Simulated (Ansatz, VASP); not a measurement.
# One calculation of Mg, two programs

```xyz
4
Lattice="3.1960 0.0000 0.0000 -1.5980 2.7678 0.0000 0.0000 0.0000 10.3952" Properties=species:S:1:pos:R:3 pbc="T T T"
Mg    0.0000    0.0000    0.0000
Mg    0.0000    0.0000    5.1976
Mg    0.0000    1.8452    2.5988
Mg    1.5980    0.9226    7.7964
```

Alike in both runs: functional PBE; k mesh 11 × 11 × 3; occupations fermi-dirac, width 0.08 eV; no spin polarisation.

Ansatz relaxed the structure, and its values are those at the end. VASP's run is a single point on that final structure, the one shown.

|  | VASP | Ansatz |
| --- | --- | --- |
| version | VASP 6.6.1 | Ansatz 0.2.0 |
| potentials or method | VASP PAW PBE potentials, release 64 (Mg) | PAW with Ansatz's default frozen-core files, scalar-relativistic |
| plane-wave cutoff (eV) | 520 | 420 |
| valence electrons in the cell | 8 | 40 |

Ansatz gave:

```
pressure (GPa) : 0.0
```

Which values does VASP return?

Pressure (GPa): -0.1.

VASP's potentials hold 8 valence electrons a cell and Ansatz's 40, so a difference there can come from the potentials and not from the codes.
